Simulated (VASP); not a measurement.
A run of VASP 6.6.1:

File INCAR:

```
SYSTEM = IrPt
PREC = Accurate
ENCUT = 520
EDIFF = 1E-6
ISMEAR = 0
SIGMA = 0.1
LREAL = .False.
LASPH = .True.
NELM = 60
ALGO = Normal
ISIF = 2
LWAVE = .False.
LCHARG = .False.
LDIPOL = .True.
IDIPOL = 3
DIPOL = 0.5 0.5 0.500
GGA = PS
NBANDS = 27
```

File KPOINTS:

```
regular mesh
0
Gamma
  7 7 1
  0 0 0
```

File POSCAR:

```
IrPt
1.0
    2.7848497978      0.0000000000      0.0000000000
    1.3924248967      2.4117506719      0.0000000000
    0.0000000000      0.0000000000     22.7495453800
Ir Pt
2 2
Direct
    0.0000000000      0.0000000000      0.3516553789
    0.6666666667      0.6666666667      0.5494482070
    0.3333333333      0.3333333333      0.4505517930
    0.0000000000      0.0000000000      0.6483446211
```

Potentials or basis: VASP PAW PBE potentials, release 64 (Ir, Pt).

Run with:

```console
$ cat potpaw_PBE.64/Ir/POTCAR potpaw_PBE.64/Pt/POTCAR > POTCAR
$ mpirun -np 1 vasp_std > vasp.out
```

Hardware: 1 thread of Intel(R) Xeon(R) Platinum 8488C (Sapphire Rapids), with other jobs on the host.

Q: Estimate the wall time of this run.

A: It took 2.5 min on 1 thread of Intel(R) Xeon(R) Platinum 8488C (Sapphire Rapids) (shared host), peak memory 0.32 GiB. Counts: scf iterations 38, k points 8.
